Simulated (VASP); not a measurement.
A run of VASP 6.6.1:

Contents of POSCAR:

```
Ta
1.0
    0.0000000000      2.1115012877      2.1115012877
    2.1115012877      0.0000000000      2.1115012877
    2.1115012877      2.1115012877      0.0000000000
Ta
1
Direct
    0.0000000000      0.0000000000      0.0000000000
```

Contents of INCAR.step1:

```
PREC     = Accurate       # precision mode
ENCUT    = 520            # plane-wave cutoff, eV
EDIFF    = 1E-5           # SCF threshold, eV
ISMEAR   = -1             # smearing method
SIGMA    = 0.1            # smearing width, eV
LREAL    = False          # projectors in reciprocal space
LASPH    = True           # aspherical terms in the spheres
NELM     = 60             # most SCF steps
ALGO     = Normal         # electronic algorithm
ISIF     = 2              # what is computed and relaxed
LWAVE    = True           # write WAVECAR
LCHARG   = False          # write CHGCAR
GGA      = PE             # functional
NBANDS   = 12             # bands
```

File INCAR.step2:

```
PREC     = Accurate       # precision mode
ENCUT    = 520            # plane-wave cutoff, eV
EDIFF    = 1E-6           # SCF threshold, eV
ISMEAR   = -1             # smearing method
SIGMA    = 0.1            # smearing width, eV
LREAL    = False          # projectors in reciprocal space
LASPH    = True           # aspherical terms in the spheres
NELM     = 60             # most SCF steps
ALGO     = Normal         # electronic algorithm
ISIF     = 2              # what is computed and relaxed
LWAVE    = False          # write WAVECAR
LCHARG   = False          # write CHGCAR
GGA      = PE             # functional
LHFCALC  = True           # exact exchange
HFSCREEN = 0.2079         # screening, 1/A
PRECFOCK = Normal       
ISTART   = 1            
NBANDS   = 12             # bands
```

KPOINTS

```
regular mesh
0
Gamma
  7 7 7
```

Potentials or basis: VASP PAW PBE potentials, release 64 (Ta_pv).

Command:

```bash
$ cat potpaw_PBE.64/Ta_pv/POTCAR > POTCAR
$ cp INCAR.step1 INCAR
$ mpirun -np 1 vasp_std > vasp.out
$ cp INCAR.step2 INCAR
$ mpirun -np 1 vasp_std > vasp.out
```

Hardware: 1 thread of Intel(R) Xeon(R) Platinum 8259CL CPU @ 2.50GHz (Skylake/Cascade Lake), with other jobs on the host.

Question: Estimate the wall time of this run.

Answer: Run time: 30 min on 1 thread of Intel(R) Xeon(R) Platinum 8259CL CPU @ 2.50GHz (Skylake/Cascade Lake), with other jobs on the host, peak memory 0.25 GiB. Counts: k points 20.
